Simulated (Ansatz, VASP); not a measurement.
## One calculation of Ta, two programs

```
CELL_PARAMETERS angstrom
-1.66763 1.66763 1.66763
1.66763 -1.66763 1.66763
1.66763 1.66763 -1.66763
ATOMIC_POSITIONS crystal
Ta 0.00000 0.00000 0.00000
```

Change from the starting cell: volume scaled by 1.03, PAW files.

Alike in both runs: task electric field gradients; functional PBEsol; k mesh 17 × 17 × 17; occupations fermi-dirac, width 0.08 eV; no spin polarisation.

|  | VASP | Ansatz |
| --- | --- | --- |
| version | VASP 6.6.1 | Ansatz 0.2.0 |
| potentials or method | VASP PAW PBE potentials, release 64 (Ta_pv) | PAW with Ansatz's default frozen-core files, scalar-relativistic |
| plane-wave cutoff (eV) | 520 | 420 |
| valence electrons in the cell | 11 | 13 |

|  | VASP | Ansatz | Ansatz less VASP |
| --- | --- | --- | --- |
| pressure (GPa) | -9.1 | -9.2 | -0.11 |

VASP's potentials were made for PBE, not for PBEsol. VASP's potentials hold 11 valence electrons a cell and Ansatz's 13, so a difference there can come from the potentials and not from the codes.

Neither program's run includes spin-orbit coupling.
